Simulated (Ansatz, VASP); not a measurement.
One calculation of ScAl3, two programs

File INCAR:

```
SYSTEM = ScAl3
PREC = Accurate
ENCUT = 520
EDIFF = 1E-7
ISMEAR = -1
SIGMA = 0.05
LREAL = .False.
LASPH = .True.
NELM = 100
ALGO = Normal
ISIF = 2
LWAVE = .False.
LCHARG = .False.
GGA = B5
ALDAX = 1.0
AGGAX = 1.0
AGGAC = 1.0
ALDAC = 0.0
NBANDS = 18
```

KPOINTS

```
regular mesh
0
Gamma
  4 4 4
  0 0 0
```

File POSCAR:

```
ScAl3
1.0
    4.0878065700      0.0000000000      0.0000000000
    0.0000000000      4.0878065700      0.0000000000
    0.0000000000      0.0000000000      4.0878065700
Sc Al
1 3
Direct
    0.0000000000      0.0000000000      0.0000000000
    0.5000000000      0.5000000000      0.0000000000
    0.0000000000      0.5000000000      0.5000000000
    0.5000000000      0.0000000000      0.5000000000
```

The input input.yaml:

```yaml
crystal:
  lattice:
    - [4.08780657, 0.0, 0.0]
    - [0.0, 4.08780657, 0.0]
    - [0.0, 0.0, 4.08780657]
  atoms:
    - { symbol: Sc, position: [0.0, 0.0, 0.0] }
    - { symbol: Al, position: [0.5, 0.5, 0.0] }
    - { symbol: Al, position: [0.0, 0.5, 0.5] }
    - { symbol: Al, position: [0.5, 0.0, 0.5] }
hamiltonian:
  xc: blyp
  pseudopotentials: { kind: paw }
kpoints:
  mp_grid: { grid: [4, 4, 4] }
scf:
  occupations: { method: fermi_dirac, width: 0.05 }
  n_extra_bands: 10
output:
  forces: true
  stress: true
  eigenvalues: true
  dos: { projected: true, de: 0.05, nscf_kmesh: { grid: [6, 6, 6] } }
```

Alike in both runs: functional BLYP; k mesh 4 × 4 × 4; occupations fermi-dirac, width 0.05 eV; no spin polarisation.

|  | VASP | Ansatz |
| --- | --- | --- |
| version | VASP 6.6.1 | Ansatz 0.2.0 |
| potentials or method | VASP PAW PBE potentials, release 64 (Sc_sv, Al) | Ansatz PAW |
| plane-wave cutoff (eV) | 520 | 420 |
| valence electrons in the cell | 20 | 20 |
| task | single point | projected density of states |

```tsv
	VASP	Ansatz	Ansatz less VASP
gap on the k mesh at the Fermi level (eV)	none	none	-
pressure (GPa)	4.2	4.1	-0.11
```

VASP's potentials were made for PBE, not for BLYP. A gap of «none» marks a metal or a gap that the smearing closes. The functional is the same, so the differences come from potentials, cutoffs and numerics.

The k mesh is coarse, so the values compare programs but aren't converged.
